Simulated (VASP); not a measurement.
A run of VASP 6.6.1:

INCAR

```
SYSTEM = Cu
PREC = Accurate ; ENCUT = 520
EDIFF = 1E-7 ; ISMEAR = -5
SIGMA = 0.1 ; LREAL = .FALSE.
LASPH = .TRUE. ; NELM = 80
ALGO = Normal ; ISIF = 2
LWAVE = .FALSE. ; LCHARG = .TRUE.
GGA = PS ; LELF = .TRUE.
LVHAR = .TRUE. ; NBANDS = 12
```

The input KPOINTS:

```
regular mesh
0
G
  20 20 20
  0 0 0
```

POSCAR

```
Cu
1.0
   -1.4427933200      1.4427933200      1.3760814500
    1.4427933200     -1.4427933200      1.3760814500
    1.4427933200      1.4427933200     -1.3760814500
Cu
1
Direct
    0.0000000000      0.0000000000      0.0000000000
```

Potentials or basis: VASP PAW PBE potentials, release 64 (Cu).

Command:

```console
$ cat potpaw_PBE.64/Cu/POTCAR > POTCAR
$ mpirun -np 1 vasp_std > vasp.out
```

Hardware: 1 thread of Intel(R) Xeon(R) Platinum 8259CL CPU @ 2.50GHz (Skylake/Cascade Lake), on a shared host.

Task: Estimate the wall time of this run.

Result: Wall time 100 s on 1 thread of Intel(R) Xeon(R) Platinum 8259CL CPU @ 2.50GHz (Skylake/Cascade Lake) (shared host), peak memory 0.24 GiB. Counts: scf iterations 12, k points 641.
